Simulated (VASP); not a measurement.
Crystal: In5Sb2As3.

```
CELL_PARAMETERS angstrom
8.18657 0.00000 0.00000
0.00000 3.09796 0.00000
-2.43953 0.00000 10.22567
ATOMIC_POSITIONS crystal
In 0.80000 0.00000 0.70000
In 0.60000 0.00000 0.90000
In 0.40000 0.00000 0.10000
In 0.20000 0.00000 0.30000
In 0.00000 0.00000 0.50000
Sb 0.30000 0.25000 0.70000
Sb 0.70000 0.25000 0.30000
As 0.50000 0.25000 0.50000
As 0.10000 0.25000 0.90000
As 0.90000 0.25000 0.10000
```

| Property | Result |
| --- | --- |
| Program | VASP 6.6.1 |
| Task | relaxation of cell and atoms |
| Functional | PBE |
| Potentials or basis | VASP PAW PBE potentials, release 64 (In_d, Sb, As) |
| Cutoff | 600 eV |
| k mesh | 2 × 6 × 2 |
| Occupations | gaussian, width 0.1 eV |
| Spin | no spin polarisation |

At the start: pressure 1.2 GPa; volume 25.93 Å³/atom.

Question: Where does the relaxation end?

Answer: Over 43 steps the energy falls by 88.0 meV/atom and the volume is 27.09 Å³/atom (+4.5 %); space group P2 (No. 3, to 0.1 Å) before and after.

The path:
```tsv
step	energy change (eV)	largest force (eV/Å)	pressure (GPa)	volume (Å³)
1	0.0000	0.6559	1.21	259.34
3	-0.3542	0.2953	-1.09	270.81
5	-0.4336	0.2697	0.04	265.37
7	-0.4702	0.3228	0.13	264.58
9	-0.5261	0.3220	0.30	263.62
11	-0.5758	0.4082	-1.11	275.41
13	-0.6353	0.3034	-0.50	270.21
15	-0.6536	0.3519	-0.12	269.55
17	-0.6911	0.2439	0.25	267.96
19	-0.7050	0.2105	0.25	268.01
21	-0.7123	0.3197	-0.59	272.31
23	-0.7388	0.1643	-0.08	269.53
25	-0.7564	0.1484	0.32	268.19
27	-0.7873	0.1839	-0.12	274.09
29	-0.7995	0.2501	-0.20	275.59
31	-0.8295	0.1730	0.25	272.35
33	-0.8397	0.1751	-0.11	273.76
35	-0.8517	0.1201	-0.12	273.97
37	-0.8661	0.0969	-0.04	273.00
39	-0.8747	0.0850	0.05	271.77
41	-0.8789	0.0489	-0.06	271.57
43	-0.8799	0.0340	0.02	270.95
```

Final structure:
```
In Sb As
1.0
     8.90021    0.00000    0.14696
     0.00000    2.92603    0.00000
    -2.46711    0.00000   10.36341
In Sb As
5 2 3
Direct
  0.78796 0.13439 0.69450
  0.62947 0.11200 0.92621
  0.37053 0.11200 0.07379
  0.21204 0.13439 0.30550
  0.00000 0.07676 0.50000
  0.32575 0.13632 0.70285
  0.67425 0.13632 0.29715
  0.50000 0.14054 0.50000
  0.06679 0.13365 0.90537
  0.93321 0.13365 0.09463
```

Caveat: the k points lie up to 0.36 Å⁻¹ apart in the final cell, too coarse for converged energies and pressures of a metal.
